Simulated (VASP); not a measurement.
# Nb (Im-3m) in VASP: further runs

Nb is run at these levels: PBE; tasks: single point.

Everything below comes from runs of VASP 6.6.1. Logs are shortened: lines on timing, memory, paths and dates and some standing lists are left out, and cuts for length are marked.

## 1. The cell of the first run

The structure is cubic, space group Im-3m (No. 229). The conventional cell has a = 3.309 Å, b = 3.309 Å, c = 3.309 Å, α = 90.00°, β = 90.00°, γ = 90.00°. Nb (site symmetry m-3m) has 14 Nb at 2.87 to 3.31 Å within 3.8 Å.

## 2. Single point, PBE

File INCAR:

```
SYSTEM = Nb
PREC = Accurate ; ENCUT = 520
EDIFF = 1E-6 ; ISMEAR = 1
SIGMA = 0.1 ; LREAL = Auto
LASPH = .True. ; NELM = 80
ALGO = Normal ; ISIF = 2
LWAVE = .False. ; LCHARG = .True.
GGA = PE ; LELF = .True.
LVHAR = .True. ; NBANDS = 118
```

File KPOINTS:

```
Automatic mesh
0
Gamma
  3 3 3
  0 0 0
```

File POSCAR:

```
Nb
1.0
    6.6171497901      0.0000000000      0.0000000000
    0.0000000000      6.6171497901      0.0000000000
    0.0000000000      0.0000000000      6.6171497901
Nb
16
Direct
    0.0000000000      0.0000000000      0.0000000000
    0.2500000000      0.2500000000      0.2500000000
    0.0000000000      0.0000000000      0.5000000000
    0.2500000000      0.2500000000      0.7500000000
    0.0000000000      0.5000000000      0.0000000000
    0.2500000000      0.7500000000      0.2500000000
    0.0000000000      0.5000000000      0.5000000000
    0.2500000000      0.7500000000      0.7500000000
    0.5000000000      0.0000000000      0.0000000000
    0.7500000000      0.2500000000      0.2500000000
    0.5000000000      0.0000000000      0.5000000000
    0.7500000000      0.2500000000      0.7500000000
    0.5000000000      0.5000000000      0.0000000000
    0.7500000000      0.7500000000      0.2500000000
    0.5000000000      0.5000000000      0.5000000000
    0.7500000000      0.7500000000      0.7500000000
```

Potentials or basis: VASP PAW PBE potentials, release 64 (Nb_sv).

Started as:

```sh
cat potpaw_PBE.64/Nb_sv/POTCAR > POTCAR
mpirun -np 1 vasp_std > vasp.out
```

OUTCAR:

```text
SYSTEM = Nb
   PREC = Accurate
   ENCUT = 520
   EDIFF = 1E-6
   ISMEAR = 1
   LREAL = Auto
   LASPH = .True.
   NELM = 80
   ISIF = 2
   GGA = PE

 ion  position               nearest neighbor table
   1  0.000  0.000  0.000-   2 2.87   4 2.87   6 2.87   8 2.87  10 2.87  12 2.87  14 2.87  16 2.87

   2  0.250  0.250  0.250-   1 2.87   3 2.87   5 2.87   7 2.87   9 2.87  11 2.87  13 2.87  15 2.87

   3  0.000  0.000  0.500-   2 2.87   4 2.87   6 2.87   8 2.87  10 2.87  12 2.87  14 2.87  16 2.87

   4  0.250  0.250  0.750-   1 2.87   3 2.87   5 2.87   7 2.87   9 2.87  11 2.87  13 2.87  15 2.87

   5  0.000  0.500  0.000-   2 2.87   4 2.87   6 2.87   8 2.87  10 2.87  12 2.87  14 2.87  16 2.87

   6  0.250  0.750  0.250-   1 2.87   3 2.87   5 2.87   7 2.87   9 2.87  11 2.87  13 2.87  15 2.87

   7  0.000  0.500  0.500-   2 2.87   4 2.87   6 2.87   8 2.87  10 2.87  12 2.87  14 2.87  16 2.87

   8  0.250  0.750  0.750-   1 2.87   3 2.87   5 2.87   7 2.87   9 2.87  11 2.87  13 2.87  15 2.87

   9  0.500  0.000  0.000-   2 2.87   4 2.87   6 2.87   8 2.87  10 2.87  12 2.87  14 2.87  16 2.87

  10  0.750  0.250  0.250-   1 2.87   3 2.87   5 2.87   7 2.87   9 2.87  11 2.87  13 2.87  15 2.87

  11  0.500  0.000  0.500-   2 2.87   4 2.87   6 2.87   8 2.87  10 2.87  12 2.87  14 2.87  16 2.87

  12  0.750  0.250  0.750-   1 2.87   3 2.87   5 2.87   7 2.87   9 2.87  11 2.87  13 2.87  15 2.87

  13  0.500  0.500  0.000-   2 2.87   4 2.87   6 2.87   8 2.87  10 2.87  12 2.87  14 2.87  16 2.87

  14  0.750  0.750  0.250-   1 2.87   3 2.87   5 2.87   7 2.87   9 2.87  11 2.87  13 2.87  15 2.87

  15  0.500  0.500  0.500-   2 2.87   4 2.87   6 2.87   8 2.87  10 2.87  12 2.87  14 2.87  16 2.87

  16  0.750  0.750  0.750-   1 2.87   3 2.87   5 2.87   7 2.87   9 2.87  11 2.87  13 2.87  15 2.87

  LATTYP: Found a simple cubic cell.
 ALAT       =     6.6171497901

  Lattice vectors:

 A1 = (   6.6171497901,   0.0000000000,   0.0000000000)
 A2 = (   0.0000000000,   6.6171497901,   0.0000000000)
 A3 = (   0.0000000000,   0.0000000000,   6.6171497901)

Analysis of symmetry for initial positions (statically):
=====================================================================
 Subroutine PRICEL returns following result:

  LATTYP: Found a body centered cubic cell.
 ALAT       =     3.3085748951

  Lattice vectors:

 A1 = (   1.6542874475,   1.6542874475,  -1.6542874475)
 A2 = (  -1.6542874475,   1.6542874475,   1.6542874475)
 A3 = (   1.6542874475,  -1.6542874475,   1.6542874475)

  16 primitive cells build up your supercell.

 Routine SETGRP: Setting up the symmetry group for a
 simple cubic supercell.

 Subroutine GETGRP returns: Found 48 space group operations
 (whereof 48 operations were pure point group operations)
 out of a pool of 48 trial point group operations.

The static configuration has the point symmetry O_h .

Analysis of symmetry for dynamics (positions and initial velocities):
=====================================================================
 Subroutine PRICEL returns following result:

  LATTYP: Found a body centered cubic cell.
 ALAT       =     3.3085748951

  Lattice vectors:

 A1 = (   1.6542874475,   1.6542874475,  -1.6542874475)
 A2 = (  -1.6542874475,   1.6542874475,   1.6542874475)
 A3 = (   1.6542874475,  -1.6542874475,   1.6542874475)

  16 primitive cells build up your supercell.

 Routine SETGRP: Setting up the symmetry group for a
 simple cubic supercell.

 Subroutine GETGRP returns: Found 48 space group operations
 (whereof 48 operations were pure point group operations)
 out of a pool of 48 trial point group operations.

The dynamic configuration has the point symmetry O_h .

 Subroutine INISYM returns: Found 48 space group operations
 (whereof 48 operations are pure point group operations),
 and found    16 'primitive' translations

----------------------------------------------------------------------------------------

                                     Primitive cell

  volume of cell :      18.1089

  direct lattice vectors                    reciprocal lattice vectors
     1.654287448  1.654287448 -1.654287448     0.302244934  0.302244934  0.000000000
    -1.654287448  1.654287448  1.654287448    -0.000000000  0.302244934  0.302244934
     1.654287448 -1.654287448  1.654287448     0.302244934  0.000000000  0.302244934

  length of vectors
     2.865309909  2.865309909  2.865309909     0.427438884  0.427438884  0.427438884

  position of ions in fractional coordinates (direct lattice)
     0.000000000  0.000000000  0.000000000

  ion indices of the primitive-cell ions
   primitive index   ion index
                 1           1

----------------------------------------------------------------------------------------

 KPOINTS: Automatic mesh

Automatic generation of k-mesh.
 Grid dimensions read from file:
 generate k-points for:    3    3    3

 Generating k-lattice:

  Cartesian coordinates                     Fractional coordinates (reciprocal lattice)
     0.050374156  0.000000000  0.000000000     0.333333333  0.000000000  0.000000000
     0.000000000  0.050374156  0.000000000     0.000000000  0.333333333  0.000000000
     0.000000000  0.000000000  0.050374156     0.000000000  0.000000000  0.333333333

  Length of vectors
     0.050374156  0.050374156  0.050374156

  Shift w.r.t. Gamma in fractional coordinates (k-lattice)
     0.000000000  0.000000000  0.000000000

 Subroutine IBZKPT returns following result:
 ===========================================

 Found      4 irreducible k-points:

 Following reciprocal coordinates:
            Coordinates               Weight
  0.000000  0.000000  0.000000      1.000000
  0.333333  0.000000  0.000000      6.000000
  0.333333  0.333333  0.000000     12.000000
  0.333333  0.333333  0.333333      8.000000
   k-points           NKPTS =      4   k-points in BZ     NKDIM =      4   number of bands    NBANDS=    118
   number of dos      NEDOS =    301   number of ions     NIONS =     16
   total plane-waves  NPLWV = 125000
   dimension x,y,z NGX =    50 NGY =   50 NGZ =   50
   dimension x,y,z NGXF=   100 NGYF=  100 NGZF=  100
   ions per type =              16
   NGX,Y,Z   is equivalent  to a cutoff of  12.56, 12.56, 12.56 a.u.
   NGXF,Y,Z  is equivalent  to a cutoff of  25.12, 25.12, 25.12 a.u.
 SYSTEM =  Nb
   PREC   = accura    normal or accurate (medium, high low for compatibility)
   ISTART =      0    job   : 0-new  1-cont  2-samecut
   ICHARG =      2    charge: 1-file 2-atom 10-const
   ISPIN  =      1    spin polarized calculation?
   LNONCOLLINEAR =      F non collinear calculations
   LSORBIT =      F    spin-orbit coupling
   LASPH  =      T    aspherical Exc in radial PAW
   ENCUT  =  520.0 eV  38.22 Ry    6.18 a.u.  12.30 12.30 12.30*2*pi/ulx,y,z
   NELM   =     80;   NELMIN=  2; NELMDL= -5     # of ELM steps
   EDIFF  = 0.1E-05   stopping-criterion for ELM
   LREAL  =      T    real-space projection
   EDIFFG = 0.1E-04   stopping-criterion for IOM
   NSW    =      0    number of steps for IOM
   IBRION =     -1    ionic relax: 0-MD 1-quasi-New 2-CG
   NFREE  =      0    steps in history (QN), initial steepest desc. (CG)
   ISIF   =      2    stress and relaxation
   ISYM   =      2    0-nonsym 1-usesym 2-fastsym
   POTIM  = 0.5000    time-step for ionic-motion
   TEBEG  =    0.0;   TEEND  =   0.0 temperature during run
   PSTRESS=    0.0 pullay stress
   NELECT =     208.0000    total number of electrons
   NUPDOWN=      -1.0000    fix difference up-down
   EMIN   =  10.00;   EMAX   =-10.00  energy-range for DOS
   EFERMI =   0.00;   METHOD = LEGACY
   ISMEAR =     1;   SIGMA  =   0.10  broadening in eV -4-tet -1-fermi 0-gaus
   EFERMI_NEDOS =   21; number of points for ismear=-14 and -15
   IALGO  =     38    algorithm
   IMIX   =      4    mixing-type and parameters
     AMIX     =   0.40;   BMIX     =  1.00
     AMIX_MAG =   1.60;   BMIX_MAG =  1.00
  volume/ion in A,a.u.               =      18.11       122.21
  Fermi-wavevector in a.u.,A,eV,Ry     =   1.465857  2.770068 29.235343  2.148737
  Thomas-Fermi vector in A             =   2.581664
   LORBIT       =      0    0 simple, 1 ext, 2 COOP (PROOUT), +10 PAW based schemes
   GGA     = PE    functional components
   LHFCALC =     F    Hartree Fock is set to
   AEXX    =    0.0000 exact exchange contribution
   IVDW    =     0    specifies the selected vdW correction
   LEPSILON=     F    determine dielectric tensor
   LRPA    =     F    only Hartree local field effects (RPA)
 non-spin polarized calculation
 Methfessel and Paxton  Order N= 1 SIGMA  =   0.10
  energy-cutoff  :      520.00
  volume of cell :      289.74
 maximum number of plane-waves:      7814
 NGX is ok and might be reduce to    50
   NGX = 25   NGY = 25   NGZ = 25

 number of electron     208.0000025 magnetization

 Free energy of the ion-electron system (eV)
  ---------------------------------------------------
  ext. energy  EPLUGINS =         0.00000000
  ---------------------------------------------------
  free energy    TOTEN  =      -163.73101837 eV

  energy without entropy =     -163.73014598  energy(sigma->0) =     -163.73072758

 E-fermi :  11.0169     XC(G=0): -12.4674

 val. band max:       10.9629310766   @ k =   0.3333   0.0000   0.0000
 cond. band min:      11.0515203189   @ k =   0.3333   0.0000   0.0000
 fundamental gap:      0.0885892423
 Fermi energy:        11.0168790584

 k-point     1 :       0.0000    0.0000    0.0000
  band No.  band energies     occupation
      1     -43.2387      2.00000
      2     -43.0182      2.00000
      3     -43.0182      2.00000
      4     -43.0182      2.00000
      5     -43.0182      2.00000
      6     -43.0182      2.00000
[... 108 lines left out ...]
    115      13.3638      0.00000
    116      13.3643      0.00000

 k-point     2 :       0.3333    0.0000    0.0000
  band No.  band energies     occupation
      1     -43.2075      2.00000
      2     -43.1247      2.00000
      3     -43.0131      2.00000
      4     -43.0131      2.00000
      5     -43.0131      2.00000
      6     -43.0131      2.00000
[... 108 lines left out ...]
    115      12.8417     -0.00000
    116      12.8435     -0.00000

 k-point     3 :       0.3333    0.3333    0.0000
  band No.  band energies     occupation
      1     -43.1796      2.00000
      2     -43.1063      2.00000
      3     -43.1063      2.00000
      4     -43.0593      2.00000
      5     -43.0082      2.00000
      6     -43.0082      2.00000
[... 108 lines left out ...]
    115      12.9593     -0.00000
    116      13.0877      0.00000

 k-point     4 :       0.3333    0.3333    0.3333
  band No.  band energies     occupation
      1     -43.1547      2.00000
      2     -43.0897      2.00000
      3     -43.0897      2.00000
      4     -43.0897      2.00000
      5     -43.0476      2.00000
      6     -43.0476      2.00000
[... 108 lines left out ...]
    115      13.5601      0.00000
    116      13.5813      0.00000
 [bands above 116 left out]

------------------------ aborting loop because EDIFF is reached ----------------------------------------

  FORCE on cell =-STRESS in cart. coord.  units (eV):
  Direction    XX          YY          ZZ          XY          YZ          ZX
  --------------------------------------------------------------------------------------
  -------------------------------------------------------------------------------------
  Total       -2.7955678     -2.7955678     -2.7955678      0.0000000      0.0000000     -0.0000000
  in kB      -15.4585128    -15.4585128    -15.4585128      0.0000000      0.0000000     -0.0000000
  external PRESSURE =     -15.4585128 kB  Pullay stress =       0.0000000 kB

 VOLUME and BASIS-vectors are now :
 -----------------------------------------------------------------------------
  energy-cutoff  :      520.00
  volume of cell :      289.74
      direct lattice vectors                 reciprocal lattice vectors
     6.617149790  0.000000000  0.000000000     0.151122467  0.000000000  0.000000000
     0.000000000  6.617149790  0.000000000     0.000000000  0.151122467  0.000000000
     0.000000000  0.000000000  6.617149790     0.000000000  0.000000000  0.151122467

 POSITION                                       TOTAL-FORCE (eV/Angst)
 -----------------------------------------------------------------------------------
      0.00000      0.00000      0.00000         0.000000      0.000000      0.000000
      1.65429      1.65429      1.65429        -0.000000     -0.000000      0.000000
      0.00000      0.00000      3.30857        -0.000000      0.000000     -0.000000
      1.65429      1.65429      4.96286         0.000000      0.000000      0.000000
      0.00000      3.30857      0.00000        -0.000000     -0.000000      0.000000
      1.65429      4.96286      1.65429        -0.000000      0.000000     -0.000000
[... 8 lines left out ...]
      3.30857      3.30857      3.30857         0.000000      0.000000     -0.000000
      4.96286      4.96286      4.96286         0.000000      0.000000     -0.000000
 -----------------------------------------------------------------------------------
    total drift:                                0.000000     -0.000000     -0.000000

  FREE ENERGIE OF THE ION-ELECTRON SYSTEM (eV)
  ---------------------------------------------------
  free  energy   TOTEN  =      -163.7310183710 eV

  energy  without entropy=     -163.7301459840  energy(sigma->0) =     -163.73072758
```

Wall time 3.2 min (1 thread of Intel Xeon Platinum 8488C (Sapphire Rapids), shared host); peak memory 0.38 GiB.

Results:

| Quantity | Value |
| --- | --- |
| Free energy | -163.7310 eV |
| Pressure | -1.5 GPa |
| Band gap on the k mesh | zero (band 104 reaches 12.08 eV, above the bottom of band 105 at 10.68 eV) |

## 3. Single point, PBE

File INCAR:

```
SYSTEM = Nb
  PREC = Accurate
  ENCUT = 520
  EDIFF = 1E-6
  ISMEAR = 1
  SIGMA = 0.1
  LREAL = Auto
  LASPH = .TRUE.
  NELM = 80
  ALGO = Normal
  ISIF = 2
  LWAVE = .FALSE.
  LCHARG = .FALSE.
  GGA = PE
  NBANDS = 118
```

File KPOINTS:

```
Automatic mesh
0
G
  5 5 5
  0 0 0
```

POSCAR is that of step 2.

Potentials or basis: VASP PAW PBE potentials, release 64 (Nb_sv).

Started as:

```sh
cat potpaw_PBE.64/Nb_sv/POTCAR > POTCAR
mpirun -np 1 vasp_std > vasp.out
```

Wall time 7.6 min (1 thread of Intel Xeon Platinum 8488C (Sapphire Rapids), shared host); peak memory 0.45 GiB.

The run converged. Its results:

```
Free energy            : -163.4390 eV
Pressure               : 0.0 GPa
Band gap on the k mesh : zero (band 104 reaches 12.06 eV, above the bottom of band 105 at 10.23 eV)
```

Levels at points of the mesh, in eV from the Fermi level:
```csv
k point,band 98,band 99,band 100,band 101,band 102,band 103,band 104,band 105
"(0.00, 0.00, 0.00)",0.39,0.39,0.39,0.98,0.98,0.98,0.98,0.98
```
